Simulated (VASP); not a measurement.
The system is Zr3N4.

```
Zr N
1.0
    -3.30121    3.30121    3.30121
     3.30121   -3.30121    3.30121
     3.30121    3.30121   -3.30121
Zr N
6 8
Cartesian
  2.4759 0.0000 1.6506
  1.6506 2.4759 0.0000
  0.8253 0.0000 4.9518
  4.9518 0.8253 0.0000
  0.0000 1.6506 2.4759
  0.0000 4.9518 0.8253
  0.4537 0.4537 0.4537
  -1.1969 1.1969 4.4982
  -0.4537 2.8476 0.4537
  4.4982 -1.1969 1.1969
  0.4537 -0.4537 2.8476
  2.1043 2.1043 2.1043
  2.8476 0.4537 -0.4537
  1.1969 4.4982 -1.1969
```

```yaml
Program: VASP 6.6.1
Task: relaxation of the atoms
Functional: PBE
Potentials_or_basis: VASP PAW PBE potentials, release 64 (Zr_sv, N)
Cutoff: 520 eV
k_mesh: 6 × 6 × 6
Occupations: fermi-dirac, width 0.02 eV
Spin: no spin polarisation
```

At the start: pressure 24.1 GPa; volume 10.28 Å³/atom.

**Question.** How do energy, volume and symmetry change on relaxing?

**Answer.** Over 3 steps the energy falls by 6.0 meV/atom at a fixed cell; space group I-43d (No. 220, to 0.1 Å) before and after.

Step by step:
```
step  energy change (eV)  largest force (eV/Å)  pressure (GPa)
   1              0.0000                0.3826           24.06
   2             -0.0474                0.2581           23.13
   3             -0.0847                0.0198           21.54
```

Final structure:
```
Zr N
1.0
    -3.30121    3.30121    3.30121
     3.30121   -3.30121    3.30121
     3.30121    3.30121   -3.30121
Zr N
6 8
Direct
  0.25000 0.62500 0.37500
  0.37500 0.25000 0.62500
  0.75000 0.87500 0.12500
  0.12500 0.75000 0.87500
  0.62500 0.37500 0.25000
  0.87500 0.12500 0.75000
  0.14734 0.14734 0.14734
  0.85266 0.50000 0.00000
  0.50000 0.00000 0.35266
  0.00000 0.85266 0.50000
  0.35266 0.50000 0.00000
  0.64734 0.64734 0.64734
  0.00000 0.35266 0.50000
  0.50000 0.00000 0.85266
```
